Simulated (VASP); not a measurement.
# Au in VASP: single point with r2SCAN+rVV10

Aim: the single point of Au with r2SCAN+rVV10.

Everything below comes from runs of VASP 6.6.1. Logs are shortened: lines on timing, memory, paths and dates and some standing lists are left out, and cuts for length are marked.

### Step 1. The cell of the first run

The cell holds a slab with vacuum, 5 atoms: a = 2.889 Å, b = 2.889 Å, c = 33.369 Å, α = 90.00°, β = 90.00°, γ = 120.00°.

### Step 2. Single point, r2SCAN+rVV10

POSCAR

```
Au
1.0
    2.8893233582      0.0000000000      0.0000000000
   -1.4446616791      2.5022274279      0.0000000000
    0.0000000000      0.0000000000     33.3688164907
Au
5
Direct
    0.0000000000      0.0000000000      0.2097766938
    0.6666666667      0.3333333333      0.2820814568
    0.3333333333      0.6666666667      0.3531835739
    0.0000000000      0.0000000000      0.4243027680
    0.6666666667      0.3333333333      0.4965991306
```

INCAR.step1

```
SYSTEM = Au
PREC     = Accurate       ! precision mode
ENCUT    = 440            ! plane-wave cutoff, eV
ISMEAR   = 1              ! smearing method
SIGMA    = 0.1            ! smearing width, eV
LREAL    = .FALSE.        ! projectors in reciprocal space
LASPH    = .TRUE.         ! aspherical terms in the spheres
NELM     = 120            ! most SCF steps
LDIPOL   = .TRUE.       
IDIPOL   = 3            
DIPOL    = 0.5 0.5 0.353
NBANDS   = 36             ! bands
GGA      = PE             ! functional
ALGO     = Normal         ! electronic algorithm
EDIFF    = 1E-5           ! SCF threshold, eV
LWAVE    = .TRUE.         ! write WAVECAR
LCHARG   = .FALSE.        ! write CHGCAR
GGA_COMPAT= .FALSE.      
NELMDL   = -8
```

INCAR.step2

```
SYSTEM = Au
PREC     = Accurate       ! precision mode
ENCUT    = 440            ! plane-wave cutoff, eV
EDIFF    = 1E-6           ! SCF threshold, eV
ISMEAR   = 1              ! smearing method
SIGMA    = 0.1            ! smearing width, eV
LREAL    = .FALSE.        ! projectors in reciprocal space
LASPH    = .TRUE.         ! aspherical terms in the spheres
NELM     = 120            ! most SCF steps
ALGO     = Normal         ! electronic algorithm
ISIF     = 2              ! what is computed and relaxed
LWAVE    = .FALSE.        ! write WAVECAR
LCHARG   = .FALSE.        ! write CHGCAR
LDIPOL   = .TRUE.       
IDIPOL   = 3            
DIPOL    = 0.5 0.5 0.353
METAGGA  = R2SCAN         ! meta-GGA
LMIXTAU  = .TRUE.       
LUSE_VDW = .TRUE.       
IVDW_NL  = 2            
BPARAM   = 11.95        
CPARAM   = 0.0093       
NBANDS   = 36             ! bands
ISTART   = 1            
GGA_COMPAT= .FALSE.
```

KPOINTS

```
Automatic mesh
0
G
  15 15 1
  0 0 0
```

Potentials or basis: VASP PAW PBE potentials, release 64 (Au).

Command:

```
> cat potpaw_PBE.64/Au/POTCAR > POTCAR
> cp INCAR.step1 INCAR
> mpirun -np 1 vasp_std > vasp.out
> cp INCAR.step2 INCAR
> mpirun -np 1 vasp_std > vasp.out
```

OUTCAR:

```text
SYSTEM = Au
   PREC = Accurate
   ENCUT = 440
   EDIFF = 1E-6
   ISMEAR = 1
   LREAL = .FALSE.
   LASPH = .TRUE.
   NELM = 120
   ISIF = 2
   METAGGA = R2SCAN
   IVDW_NL = 2
   BPARAM = 11.95
   ISTART = 1

 ion  position               nearest neighbor table
   1  0.000  0.000  0.210-   2 2.93   2 2.93   2 2.93
   2  0.667  0.333  0.282-   3 2.90   3 2.90   3 2.90   1 2.93   1 2.93   1 2.93
   3  0.333  0.667  0.353-   2 2.90   2 2.90   2 2.90   4 2.90   4 2.90   4 2.90
   4  0.000  0.000  0.424-   3 2.90   3 2.90   3 2.90   5 2.93   5 2.93   5 2.93
   5  0.667  0.333  0.497-   4 2.93   4 2.93   4 2.93

  LATTYP: Found a hexagonal cell.
 ALAT       =     2.8893233582
 C/A-ratio  =    11.5490072774

  Lattice vectors:

 A1 = (   2.8893233582,   0.0000000000,   0.0000000000)
 A2 = (  -1.4446616791,   2.5022274279,   0.0000000000)
 A3 = (   0.0000000000,   0.0000000000,  33.3688164907)

Analysis of symmetry for initial positions (statically):
=====================================================================
 Subroutine PRICEL returns:
 Original cell was already a primitive cell.

 Routine SETGRP: Setting up the symmetry group for a
 hexagonal supercell.

 Subroutine GETGRP returns: Found 12 space group operations
 (whereof  6 operations were pure point group operations)
 out of a pool of 24 trial point group operations.

The static configuration has the point symmetry C_3v.
 The point group associated with its full space group is D_3d.

Analysis of symmetry for dynamics (positions and initial velocities):
=====================================================================
 Subroutine PRICEL returns:
 Original cell was already a primitive cell.

 Routine SETGRP: Setting up the symmetry group for a
 hexagonal supercell.

 Subroutine GETGRP returns: Found 12 space group operations
 (whereof  6 operations were pure point group operations)
 out of a pool of 24 trial point group operations.

The dynamic configuration has the point symmetry C_3v.
 The point group associated with its full space group is D_3d.

 Subroutine INISYM returns: Found 12 space group operations
 (whereof  6 operations are pure point group operations),
 and found     1 'primitive' translations

----------------------------------------------------------------------------------------

                                     Primitive cell

  volume of cell :     241.2480

[... 101 lines left out ...]
   ISYM   =      2    0-nonsym 1-usesym 2-fastsym
   POTIM  = 0.5000    time-step for ionic-motion
   TEBEG  =    0.0;   TEEND  =   0.0 temperature during run
   PSTRESS=    0.0 pullay stress
   NELECT =      55.0000    total number of electrons
   NUPDOWN=      -1.0000    fix difference up-down
   EMIN   =  10.00;   EMAX   =-10.00  energy-range for DOS
   EFERMI =   0.00;   METHOD = LEGACY
   ISMEAR =     1;   SIGMA  =   0.10  broadening in eV -4-tet -1-fermi 0-gaus
   EFERMI_NEDOS =   21; number of points for ismear=-14 and -15
   IALGO  =     38    algorithm
   IMIX   =      4    mixing-type and parameters
     AMIX     =   0.40;   BMIX     =  1.00
     AMIX_MAG =   1.60;   BMIX_MAG =  1.00
  volume/ion in A,a.u.               =      48.25       325.60
  Fermi-wavevector in a.u.,A,eV,Ry     =   1.000095  1.889905 13.608405  1.000190
  Thomas-Fermi vector in A             =   2.132428
   LORBIT       =      0    0 simple, 1 ext, 2 COOP (PROOUT), +10 PAW based schemes
   METAGGA = R2SCAN    functional components
   LHFCALC =     F    Hartree Fock is set to
   AEXX    =    0.0000 exact exchange contribution
   IVDW_NL    =     2    kernel type
   BPARAM     =11.9500
   IVDW    =     0    specifies the selected vdW correction
   LEPSILON=     F    determine dielectric tensor
   LRPA    =     F    only Hartree local field effects (RPA)
 non-spin polarized calculation
 Methfessel and Paxton  Order N= 1 SIGMA  =   0.10
  energy-cutoff  :      440.00
  volume of cell :      241.25
 maximum number of plane-waves:      5135
 NGX is ok and might be reduce to    20
   NGX =  9   NGY =  9   NGZ =115

 number of electron      55.0000000 magnetization

 dipolmoment           0.000000      0.000000     -0.000943 electrons x Angstroem

 Free energy of the ion-electron system (eV)
  ---------------------------------------------------
  ext. energy  EPLUGINS =         0.00000000
  ---------------------------------------------------
  free energy    TOTEN  =      -250.93843723 eV

  energy without entropy =     -250.93796648  energy(sigma->0) =     -250.93828031

 E-fermi :  -0.1913     XC(G=0):  -5.3113

 val. band max:       -0.2275714651   @ k =   0.1333   0.0000   0.0000
 cond. band min:      -0.1395094802   @ k =   0.3333  -0.0000   0.0000
 fundamental gap:      0.0880619849
 Fermi energy:        -0.1912911639

 k-point     1 :       0.0000    0.0000    0.0000
  band No.  band energies     occupation
      1      -9.8411      2.00000
      2      -8.9111      2.00000
      3      -8.0249      2.00000
      4      -7.5132      2.00000
      5      -7.4542      2.00000
      6      -5.1697      2.00000
[... 925 lines left out ...]
     35       6.2230      0.00000
     36       8.1021      0.00000

 [... further k-points ...]

------------------------ aborting loop because EDIFF is reached ----------------------------------------

 vacuum level on the upper side and lower side of the slab       (xc-potential included)         0.034         0.052

  FORCE on cell =-STRESS in cart. coord.  units (eV):
  Direction    XX          YY          ZZ          XY          YZ          ZX
  --------------------------------------------------------------------------------------
  -------------------------------------------------------------------------------------
  Total       -2.2318665     -2.2318665      0.4977905      0.0000000      0.0000000      0.0000000
  in kB      -14.8222819    -14.8222819      3.3059282      0.0000000      0.0000000      0.0000000
  external PRESSURE =      -8.7795452 kB  Pullay stress =       0.0000000 kB

 VOLUME and BASIS-vectors are now :
 -----------------------------------------------------------------------------
  energy-cutoff  :      440.00
  volume of cell :      241.25
      direct lattice vectors                 reciprocal lattice vectors
     2.889323358  0.000000000  0.000000000     0.346101795  0.199821964  0.000000000
    -1.444661679  2.502227428  0.000000000     0.000000000  0.399643929  0.000000000
     0.000000000  0.000000000 33.368816491     0.000000000  0.000000000  0.029968099

 POSITION                                       TOTAL-FORCE (eV/Angst)
 -----------------------------------------------------------------------------------
      0.00000      0.00000      7.00000        -0.000000     -0.000000     -0.048745
      1.44466      0.83408      9.41272         0.000000      0.000000     -0.007976
     -0.00000      1.66815     11.78532        -0.000000     -0.000000      0.000000
      0.00000      0.00000     14.15848        -0.000000     -0.000000      0.007976
      1.44466      0.83408     16.57093         0.000000     -0.000000      0.048745
 -----------------------------------------------------------------------------------
    total drift:                               -0.000000      0.000000     -0.149086

  FREE ENERGIE OF THE ION-ELECTRON SYSTEM (eV)
  ---------------------------------------------------
  free  energy   TOTEN  =      -250.9384372261 eV

  energy  without entropy=     -250.9379664819  energy(sigma->0) =     -250.93828031

 vacuum level on the upper side and lower side of the slab         5.155         5.181
```

OUTCAR.step1:

```text
SYSTEM = Au
   PREC = Accurate
   ENCUT = 440
   ISMEAR = 1
   LREAL = .FALSE.
   LASPH = .TRUE.
   NELM = 120
   GGA = PE
[... 1178 lines left out ...]
      0.00000      0.00000     14.15848         0.000000     -0.000000      0.041858
      1.44466      0.83408     16.57093         0.000000     -0.000000      0.243481
 -----------------------------------------------------------------------------------
    total drift:                               -0.000000     -0.000000     -0.121055

  FREE ENERGIE OF THE ION-ELECTRON SYSTEM (eV)
  ---------------------------------------------------
  free  energy   TOTEN  =       -15.5031928774 eV

  energy  without entropy=      -15.5029302470  energy(sigma->0) =      -15.50310533

 vacuum level on the upper side and lower side of the slab         4.856         4.876
```

OSZICAR.step1:

```text
N       E                     dE             d eps       ncg     rms          rms(c)
DAV:   1     0.347863487012E+03    0.34786E+03   -0.22213E+04  1952   0.112E+03
DAV:   2     0.275770010983E+00   -0.34759E+03   -0.32459E+03  2328   0.253E+02
DAV:   3    -0.165020981914E+02   -0.16778E+02   -0.16410E+02  2196   0.524E+01
DAV:   4    -0.167779701918E+02   -0.27587E+00   -0.27542E+00  2296   0.720E+00
DAV:   5    -0.167829992725E+02   -0.50291E-02   -0.50288E-02  2228   0.978E-01
DAV:   6    -0.167831607467E+02   -0.16147E-03   -0.16147E-03  2364   0.163E-01
DAV:   7    -0.167831672892E+02   -0.65425E-05   -0.65427E-05  2064   0.294E-02
DAV:   8    -0.167831676993E+02   -0.41009E-06   -0.40991E-06  1284   0.642E-03    0.180E+01
DAV:   9    -0.155932874613E+02    0.11899E+01   -0.37114E+00  2208   0.125E+01    0.121E+01
DAV:  10    -0.155820245136E+02    0.11263E-01   -0.12788E+00  2068   0.968E+00    0.369E+00
DAV:  11    -0.155433014711E+02    0.38723E-01   -0.12654E+00  1964   0.123E+01    0.183E+00
DAV:  12    -0.155029279836E+02    0.40373E-01   -0.19115E-01  2200   0.436E+00    0.268E-01
DAV:  13    -0.155029574474E+02   -0.29464E-04   -0.16631E-02  2320   0.989E-01    0.801E-02
DAV:  14    -0.155030139876E+02   -0.56540E-04   -0.11625E-03  2116   0.279E-01    0.625E-02
DAV:  15    -0.155030683297E+02   -0.54342E-04   -0.36450E-05  1836   0.338E-02    0.462E-02
DAV:  16    -0.155031891200E+02   -0.12079E-03   -0.46255E-05  1536   0.493E-02    0.120E-02
DAV:  17    -0.155031928774E+02   -0.37574E-05   -0.52025E-06  1380   0.182E-02
   1 F= -.15503193E+02 E0= -.15503105E+02  d E =-.262630E-03
```

Run time: 30 min. Hardware: 1 thread of Oxide Virtual Turin-like, shared host; peak memory 0.71 GiB.

What came out:

- Free energy: -250.9384 eV
- Largest force: 0.049 eV/Å
- Band gap on the k mesh: zero (an odd number of electrons rules out a gap without spin polarisation)

Forces on the atoms (eV/Å):
```
Au   0.000  0.000 -0.049
Au   0.000  0.000 -0.008
Au   0.000  0.000  0.000
Au   0.000  0.000  0.008
Au   0.000  0.000  0.049
```

Caveat: the PAW data sets were made with another functional, which shifts forces and pressure a little; spin-orbit coupling is left out, which moves the levels of the heavy elements.

The gap in the log of VASP goes by the Fermi energy; the results here count the filled bands.